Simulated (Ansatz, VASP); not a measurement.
## N: VASP beside Ansatz

```xyz
4
Lattice="4.3909 0.0000 0.0000 0.0000 4.3909 0.0000 0.0000 0.0000 5.7141" Properties=species:S:1:pos:R:3 pbc="T T T"
N     4.0020    4.0020    0.0000
N     2.5842    1.8066    2.8570
N     0.3888    0.3888    0.0000
N     1.8066    2.5842    2.8570
```

Alike in both runs: functional PBEsol; k mesh 6 × 6 × 4; occupations gaussian, width 0.02 eV; no spin polarisation.

Ansatz relaxed the structure, and its values are those at the end. VASP's run is a single point on that final structure, the one shown.

|  | VASP | Ansatz |
| --- | --- | --- |
| version | VASP 6.6.1 | Ansatz 0.2.0 |
| potentials or method | VASP PAW PBE potentials, release 64 (N), cutoff 520 eV | scalar-relativistic, plane waves, PAW |
| valence electrons in the cell | 20 | 20 |

|  | VASP | Ansatz | Ansatz less VASP |
| --- | --- | --- | --- |
| gap on the k mesh at the Fermi level (eV) | 7.30 | 7.34 | +0.045 |
| least direct gap on the mesh (eV) | 7.40 | 7.44 | +0.045 |
| pressure (GPa) | 1.8 | 0.0 | -1.79 |
| rms of the force components (eV/Å) | 1.084 | 0.002 | -1.0818 |

VASP's potentials were made for PBE, not for PBEsol.

Noted on VASP's run: the standard files for N, O and F lose accuracy on very short bonds.
